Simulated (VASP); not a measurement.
# Be (I4/mmm) in VASP: further runs

Be is run at these levels: PBEsol; tasks: single point.

Program: VASP 6.6.1. These are calculated values, not measurements. Logs are shortened: lines on timing, memory, paths and dates and some standing lists are left out, and cuts for length are marked.

## 1. The cell of the first run

Symmetry: I4/mmm, No. 139, tetragonal system. Conventional cell: a = 3.252 Å, b = 3.252 Å, c = 3.238 Å, α = 90.00°, β = 90.00°, γ = 90.00°. Within 3.7 Å of Be (site symmetry 4/mmm) lie 14 Be at 2.81 to 3.25 Å.

This isn't the form of Be at room conditions, which is hcp.

## 2. Single point, PBEsol (Ca replaced by Be, lengths x 0.727, strained)

File INCAR:

```
PREC = Accurate ; ENCUT = 520
EDIFF = 1E-6 ; ISMEAR = 0
SIGMA = 0.1 ; LREAL = False
LASPH = True ; NELM = 80
ALGO = Normal ; ISIF = 2
LWAVE = False ; LCHARG = False
GGA = PS ; NBANDS = 7
```

File KPOINTS:

```
Automatic mesh
0
Gamma
  18 18 18
```

File POSCAR:

```
Be
1.0
   -1.6258053578      1.6258053578      1.6191036119
    1.6258053578     -1.6258053578      1.6191036119
    1.6258053578      1.6258053578     -1.6191036119
Be
1
Direct
    0.5000000000      0.5000000000      0.0000000000
```

Potentials or basis: VASP PAW PBE potentials, release 64 (Be).

The run is started by

```
$ cat potpaw_PBE.64/Be/POTCAR > POTCAR
$ mpirun -np 1 vasp_std > vasp.out
```

OUTCAR:

```text
PREC = Accurate
   ENCUT = 520
   EDIFF = 1E-6
   ISMEAR = 0
   LREAL = False
   LASPH = True
   NELM = 80
   ISIF = 2
   GGA = PS

 ion  position               nearest neighbor table
   1  0.500  0.500  0.000-

  LATTYP: Found a body centered tetragonal cell.
 ALAT       =     3.2516107156
 C/A-ratio  =     0.9958778916

  Lattice vectors:

 A1 = (  -1.6258053578,   1.6258053578,   1.6191036119)
 A2 = (   1.6258053578,  -1.6258053578,   1.6191036119)
 A3 = (   1.6258053578,   1.6258053578,  -1.6191036119)

Analysis of symmetry for initial positions (statically):
=====================================================================
 Subroutine PRICEL returns:
 Original cell was already a primitive cell.

 Routine SETGRP: Setting up the symmetry group for a
 body centered tetragonal supercell.

 Subroutine GETGRP returns: Found 16 space group operations
 (whereof 16 operations were pure point group operations)
 out of a pool of 16 trial point group operations.

The static configuration has the point symmetry D_4h.

Analysis of symmetry for dynamics (positions and initial velocities):
=====================================================================
 Subroutine PRICEL returns:
 Original cell was already a primitive cell.

 Routine SETGRP: Setting up the symmetry group for a
 body centered tetragonal supercell.

 Subroutine GETGRP returns: Found 16 space group operations
 (whereof 16 operations were pure point group operations)
 out of a pool of 16 trial point group operations.

The dynamic configuration has the point symmetry D_4h.

 Subroutine INISYM returns: Found 16 space group operations
 (whereof 16 operations are pure point group operations),
 and found     1 'primitive' translations

----------------------------------------------------------------------------------------

                                     Primitive cell

  volume of cell :      17.1187

  direct lattice vectors                    reciprocal lattice vectors
    -1.625805358  1.625805358  1.619103612     0.000000000  0.307539889  0.308812849
     1.625805358 -1.625805358  1.619103612     0.307539889  0.000000000  0.308812849
     1.625805358  1.625805358 -1.619103612     0.307539889  0.307539889  0.000000000

  length of vectors
     2.812113552  2.812113552  2.812113552     0.435828131  0.435828131  0.434927083

  position of ions in fractional coordinates (direct lattice)
     0.500000000  0.500000000  0.000000000

  ion indices of the primitive-cell ions
   primitive index   ion index
                 1           1

----------------------------------------------------------------------------------------

 KPOINTS: Automatic mesh

Automatic generation of k-mesh.
 Grid dimensions read from file:
 generate k-points for:   18   18   18

 Generating k-lattice:

  Cartesian coordinates                     Fractional coordinates (reciprocal lattice)
     0.000000000  0.017085549  0.017156269     0.055555556 -0.000000000  0.000000000
     0.017085549  0.000000000  0.017156269    -0.000000000  0.055555556  0.000000000
     0.017085549  0.017085549  0.000000000     0.000000000  0.000000000  0.055555556

  Length of vectors
     0.024212674  0.024212674  0.024162616

  Shift w.r.t. Gamma in fractional coordinates (k-lattice)
     0.000000000  0.000000000  0.000000000

 Subroutine IBZKPT returns following result:
 ===========================================

 Found    480 irreducible k-points:

 Following reciprocal coordinates:
            Coordinates               Weight
  0.000000  0.000000  0.000000      1.000000
  0.055556  0.000000  0.000000      8.000000
  0.111111  0.000000  0.000000      8.000000
  0.166667  0.000000  0.000000      8.000000
  0.222222 -0.000000  0.000000      8.000000
  0.277778  0.000000  0.000000      8.000000
[... 16 lines left out ...]
 -0.277778  0.055556  0.000000     16.000000
 -0.222222  0.055556 -0.000000     16.000000
 [... further k-points ...]
   k-points           NKPTS =    480   k-points in BZ     NKDIM =    480   number of bands    NBANDS=      7
   number of dos      NEDOS =    301   number of ions     NIONS =      1
   total plane-waves  NPLWV =  13824
   dimension x,y,z NGX =    24 NGY =   24 NGZ =   24
   dimension x,y,z NGXF=    48 NGYF=   48 NGZF=   48
   ions per type =               1
   NGX,Y,Z   is equivalent  to a cutoff of  14.19, 14.19, 14.19 a.u.
   NGXF,Y,Z  is equivalent  to a cutoff of  28.38, 28.38, 28.38 a.u.
 SYSTEM =  unknown system
   PREC   = accura    normal or accurate (medium, high low for compatibility)
   ISTART =      0    job   : 0-new  1-cont  2-samecut
   ICHARG =      2    charge: 1-file 2-atom 10-const
   ISPIN  =      1    spin polarized calculation?
   LNONCOLLINEAR =      F non collinear calculations
   LSORBIT =      F    spin-orbit coupling
   LASPH  =      T    aspherical Exc in radial PAW
   ENCUT  =  520.0 eV  38.22 Ry    6.18 a.u.   5.23  5.23  5.23*2*pi/ulx,y,z
   NELM   =     80;   NELMIN=  2; NELMDL= -5     # of ELM steps
   EDIFF  = 0.1E-05   stopping-criterion for ELM
   LREAL  =      F    real-space projection
   EDIFFG = 0.1E-04   stopping-criterion for IOM
   NSW    =      0    number of steps for IOM
   IBRION =     -1    ionic relax: 0-MD 1-quasi-New 2-CG
   NFREE  =      0    steps in history (QN), initial steepest desc. (CG)
   ISIF   =      2    stress and relaxation
   ISYM   =      2    0-nonsym 1-usesym 2-fastsym
   POTIM  = 0.5000    time-step for ionic-motion
   TEBEG  =    0.0;   TEEND  =   0.0 temperature during run
   PSTRESS=    0.0 pullay stress
   NELECT =       2.0000    total number of electrons
   NUPDOWN=      -1.0000    fix difference up-down
   EMIN   =  10.00;   EMAX   =-10.00  energy-range for DOS
   EFERMI =   0.00;   METHOD = LEGACY
   ISMEAR =     0;   SIGMA  =   0.10  broadening in eV -4-tet -1-fermi 0-gaus
   EFERMI_NEDOS =   21; number of points for ismear=-14 and -15
   IALGO  =     38    algorithm
   IMIX   =      4    mixing-type and parameters
     AMIX     =   0.40;   BMIX     =  1.00
     AMIX_MAG =   1.60;   BMIX_MAG =  1.00
  volume/ion in A,a.u.               =      17.12       115.52
  Fermi-wavevector in a.u.,A,eV,Ry     =   0.800315  1.512376  8.714586  0.640504
  Thomas-Fermi vector in A             =   1.907587
   LORBIT       =      0    0 simple, 1 ext, 2 COOP (PROOUT), +10 PAW based schemes
   GGA     = PS    functional components
   LHFCALC =     F    Hartree Fock is set to
   AEXX    =    0.0000 exact exchange contribution
   IVDW    =     0    specifies the selected vdW correction
   LEPSILON=     F    determine dielectric tensor
   LRPA    =     F    only Hartree local field effects (RPA)
 non-spin polarized calculation
 Gauss-broadening in eV      SIGMA  =   0.10
  energy-cutoff  :      520.00
  volume of cell :       17.12
 maximum number of plane-waves:       474
 NGX is ok and might be reduce to    24
   NGX = 11   NGY = 11   NGZ = 11

 number of electron       2.0000000 magnetization

 Free energy of the ion-electron system (eV)
  ---------------------------------------------------
  ext. energy  EPLUGINS =         0.00000000
  ---------------------------------------------------
  free energy    TOTEN  =        -2.62902122 eV

  energy without entropy =       -2.62668493  energy(sigma->0) =       -2.62785307

 E-fermi :   2.0695     XC(G=0):  -8.3427

 val. band max:        2.0607187630   @ k =  -0.3333  -0.4444   0.2778
 cond. band min:       2.0724772384   @ k =  -0.3333  -0.4444   0.2222
 fundamental gap:      0.0117584754
 Fermi energy:         2.0695294222

 k-point     1 :       0.0000    0.0000    0.0000
  band No.  band energies     occupation
      1      -5.4174      2.00000
      2      12.6307      0.00000
      3      12.6307      0.00000
      4      12.6463      0.00000
      5      21.4478      0.00000
      6      21.5550      0.00000
      7      21.5550      0.00000

 k-point     2 :       0.0556    0.0000    0.0000
  band No.  band energies     occupation
      1      -5.3426      2.00000
      2      12.3722      0.00000
      3      12.4477      0.00000
      4      12.5917      0.00000
      5      20.8323      0.00000
      6      20.8452      0.00000
      7      21.8513      0.00000

 k-point     3 :       0.1111    0.0000    0.0000
  band No.  band energies     occupation
      1      -5.1181      2.00000
      2      11.5780      0.00000
      3      11.9767      0.00000
      4      12.4543      0.00000
      5      19.4077      0.00000
      6      19.7384      0.00000
      7      22.1797      0.00000

 k-point     4 :       0.1667    0.0000    0.0000
  band No.  band energies     occupation
      1      -4.7443      2.00000
      2      10.3195      0.00000
      3      11.3689      0.00000
      4      12.2409      0.00000
      5      18.3286      0.00000
      6      18.6757      0.00000
      7      21.8952      0.00000

 k-point     5 :       0.2222   -0.0000    0.0000
  band No.  band energies     occupation
      1      -4.2219      2.00000
      2       8.7576      0.00000
      3      10.7456      0.00000
      4      11.9778      0.00000
      5      17.6480      0.00000
      6      17.7482      0.00000
      7      21.9142      0.00000
[... 161 lines left out ...]
 k-point    22 :      -0.3333    0.0556    0.0000
  band No.  band energies     occupation
      1      -3.1100      2.00000
      2       6.2708      0.00000
      3       9.6877      0.00000
      4      11.2944      0.00000
      5      16.9613      0.00000
      6      17.2811      0.00000
      7      22.3794      0.00000

 k-point    23 :      -0.2778    0.0556    0.0000
  band No.  band energies     occupation
      1      -3.8510      2.00000
      2       7.9609      0.00000
      3      10.2138      0.00000
      4      11.6014      0.00000
      5      17.4759      0.00000
      6      17.6056      0.00000
      7      21.9965      0.00000

 k-point    24 :      -0.2222    0.0556   -0.0000
  band No.  band energies     occupation
      1      -4.4468      2.00000
      2       9.5798      0.00000
      3      10.8389      0.00000
      4      11.9155      0.00000
      5      17.9632      0.00000
      6      18.2863      0.00000
      7      21.8354      0.00000

 [... further k-points ...]

------------------------ aborting loop because EDIFF is reached ----------------------------------------

  FORCE on cell =-STRESS in cart. coord.  units (eV):
  Direction    XX          YY          ZZ          XY          YZ          ZX
  --------------------------------------------------------------------------------------
  -------------------------------------------------------------------------------------
  Total       -2.5832507     -2.5832507     -2.6172914      0.0000000     -0.0000000      0.0000000
  in kB     -241.7716622   -241.7716622   -244.9576081      0.0000000     -0.0000000      0.0000000
  external PRESSURE =    -242.8336442 kB  Pullay stress =       0.0000000 kB

 VOLUME and BASIS-vectors are now :
 -----------------------------------------------------------------------------
  energy-cutoff  :      520.00
  volume of cell :       17.12
      direct lattice vectors                 reciprocal lattice vectors
    -1.625805358  1.625805358  1.619103612     0.000000000  0.307539889  0.308812849
     1.625805358 -1.625805358  1.619103612     0.307539889  0.000000000  0.308812849
     1.625805358  1.625805358 -1.619103612     0.307539889  0.307539889  0.000000000

 POSITION                                       TOTAL-FORCE (eV/Angst)
 -----------------------------------------------------------------------------------
      0.00000      0.00000      1.61910         0.000000      0.000000      0.000000
 -----------------------------------------------------------------------------------
    total drift:                               -0.000000     -0.000000      0.000000

  FREE ENERGIE OF THE ION-ELECTRON SYSTEM (eV)
  ---------------------------------------------------
  free  energy   TOTEN  =        -2.6290212174 eV

  energy  without entropy=       -2.6266849310  energy(sigma->0) =       -2.62785307
```

Wall time 64 s (1 thread of Intel Xeon 8259CL, shared host); peak memory 0.17 GiB.

What came out:

| Property | Result |
| --- | --- |
| Free energy | -2.6290 eV |
| Pressure | -24.3 GPa |
| Band gap on the k mesh | zero (bands 1 and 2 overlap by 3.29 eV) |

Stress tensor (GPa, compression positive):
```
-24.18   0.00   0.00
  0.00 -24.18   0.00
  0.00   0.00 -24.50
```

Caveat: the cell differs from its parent crystal (Ca replaced by Be, lengths x 0.727, strained); the cell stands under tension; the PAW data sets were made with another functional, which shifts forces and pressure a little.

## 3. Single point, PBEsol (Ca replaced by Be, lengths x 0.727, strained)

File INCAR:

```
SYSTEM = Be
  ALGO = Normal
  EDIFF = 1E-6
  ENCUT = 600
  GGA = PS
  GGA_COMPAT = .FALSE.
  ISIF = 2
  ISMEAR = 0
  LASPH = .TRUE.
  LCHARG = .FALSE.
  LREAL = .FALSE.
  LWAVE = .FALSE.
  NBANDS = 7
  NELM = 120
  PREC = Accurate
  SIGMA = 0.1
```

File KPOINTS:

```
k-points
0
G
  18 18 18
  0 0 0
```

File POSCAR:

```
Be
1.0
   -1.6735340108      1.6735340108      1.6666355222
    1.6735340108     -1.6735340108      1.6666355222
    1.6735340108      1.6735340108     -1.6666355222
Be
1
Direct
    0.5000000000      0.5000000000      0.0000000000
```

Potentials or basis: VASP PAW PBE potentials, release 64 (Be).

The run is started by

```
$ cat potpaw_PBE.64/Be/POTCAR > POTCAR
$ mpirun -np 1 vasp_std > vasp.out
```

OUTCAR:

```text
SYSTEM = Be
   EDIFF = 1E-6
   ENCUT = 600
   GGA = PS
   ISIF = 2
   ISMEAR = 0
   LASPH = .TRUE.
   LREAL = .FALSE.
   NELM = 120
   PREC = Accurate

 ion  position               nearest neighbor table
   1  0.500  0.500  0.000-

  LATTYP: Found a body centered tetragonal cell.
 ALAT       =     3.3470680216
 C/A-ratio  =     0.9958778916

  Lattice vectors:

 A1 = (  -1.6735340108,   1.6735340108,   1.6666355222)
[... 417 lines left out ...]
      4      10.8176      0.00000
      5      16.7194      0.00000
      6      17.0771      0.00000
      7      20.4389      0.00000

 [... further k-points ...]

------------------------ aborting loop because EDIFF is reached ----------------------------------------

  FORCE on cell =-STRESS in cart. coord.  units (eV):
  Direction    XX          YY          ZZ          XY          YZ          ZX
  --------------------------------------------------------------------------------------
  -------------------------------------------------------------------------------------
  Total       -2.6455924     -2.6455924     -2.6805718      0.0000000     -0.0000000      0.0000000
  in kB     -227.0198379   -227.0198379   -230.0214427      0.0000000     -0.0000000      0.0000000
  external PRESSURE =    -228.0203728 kB  Pullay stress =       0.0000000 kB

 VOLUME and BASIS-vectors are now :
 -----------------------------------------------------------------------------
  energy-cutoff  :      600.00
  volume of cell :       18.67
      direct lattice vectors                 reciprocal lattice vectors
    -1.673534011  1.673534011  1.666635522     0.000000000  0.298768950  0.300005606
     1.673534011 -1.673534011  1.666635522     0.298768950  0.000000000  0.300005606
     1.673534011  1.673534011 -1.666635522     0.298768950  0.298768950  0.000000000

 POSITION                                       TOTAL-FORCE (eV/Angst)
 -----------------------------------------------------------------------------------
      0.00000      0.00000      1.66664         0.000000      0.000000      0.000000
 -----------------------------------------------------------------------------------
    total drift:                               -0.000000     -0.000000      0.000000

  FREE ENERGIE OF THE ION-ELECTRON SYSTEM (eV)
  ---------------------------------------------------
  free  energy   TOTEN  =        -2.4008240655 eV

  energy  without entropy=       -2.3982568523  energy(sigma->0) =       -2.39954046
```

stdout:

```text
POSCAR found type information on POSCAR Be
 POSCAR found :  1 types and       1 ions
 scaLAPACK will be used
 -----------------------------------------------------------------------------
|                                                                             |
|                                                                             |
|     You enforced a specific xc type in the INCAR file but a different       |
|     I HOPE YOU KNOW WHAT YOU ARE DOING!                                     |
|                                                                             |
 -----------------------------------------------------------------------------

 LDA part: xc-table for (Slater+PW92), standard interpolation
 POSCAR, INCAR and KPOINTS ok, starting setup
 FFT: planning ... GRIDC
 FFT: planning ... GRID_SOFT
 FFT: planning ... GRID
 WAVECAR not read
 entering main loop
```

Run time: 23 s. Hardware: 1 thread of Intel Xeon Platinum 8488C (Sapphire Rapids), shared host; peak memory 0.18 GiB.

Results:

| Quantity | Value |
| --- | --- |
| Free energy | -2.4008 eV |
| Pressure | -22.8 GPa |
| Band gap on the k mesh | zero (bands 1 and 2 overlap by 3.26 eV) |

Stress tensor (GPa, compression positive):
```
-22.70   0.00   0.00
  0.00 -22.70   0.00
  0.00   0.00 -23.00
```

Caveat: the cell differs from its parent crystal (Ca replaced by Be, lengths x 0.727, strained); the cell stands under tension; the PAW data sets were made with another functional, which shifts forces and pressure a little.

(Continued in part 2 of 2.)

The gap in the log of VASP goes by the Fermi energy; the results here count the filled bands.